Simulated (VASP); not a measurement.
Input of a VASP 6.6.1 run:

POSCAR

```
W
1.0
   -1.5975315732      1.5975315732      1.5975315732
    1.5975315732     -1.5975315732      1.5975315732
    1.5975315732      1.5975315732     -1.5975315732
W
1
Direct
    0.0000000000      0.0000000000      0.0000000000
```

INCAR.step1

```
SYSTEM = W
PREC = Accurate
ENCUT = 520
ISMEAR = -1
SIGMA = 0.1
LREAL = .False.
LASPH = .True.
NELM = 100
NBANDS = 13
GGA = PE
ALGO = Normal
EDIFF = 1E-4
LWAVE = .True.
LCHARG = .False.
```

INCAR.step2

```
SYSTEM = W
PREC = Accurate
ENCUT = 520
EDIFF = 1E-7
ISMEAR = -1
SIGMA = 0.1
LREAL = .False.
LASPH = .True.
NELM = 100
ALGO = Normal
ISIF = 2
LWAVE = .False.
LCHARG = .False.
METAGGA = R2SCAN
LMIXTAU = .True.
NBANDS = 13
ISTART = 1
```

Contents of KPOINTS:

```
Automatic mesh
0
Gamma
  15 15 15
  0 0 0
```

Potentials or basis: VASP PAW PBE potentials, release 64 (W_sv).

Run with:

```bash
$ cat potpaw_PBE.64/W_sv/POTCAR > POTCAR
$ cp INCAR.step1 INCAR
$ mpirun -np 1 vasp_std > vasp.out
$ cp INCAR.step2 INCAR
$ mpirun -np 1 vasp_std > vasp.out
```

Task: Estimate the pressure.

Result: -6.4 GPa.

Task: Predict the band gap on the k mesh.

Result: Zero (band 7 reaches 15.50 eV, above the bottom of band 8 at 9.65 eV).

Caveat: the PAW data sets were made with another functional, which shifts forces and pressure a little; spin-orbit coupling is left out, which moves the levels of the heavy elements.
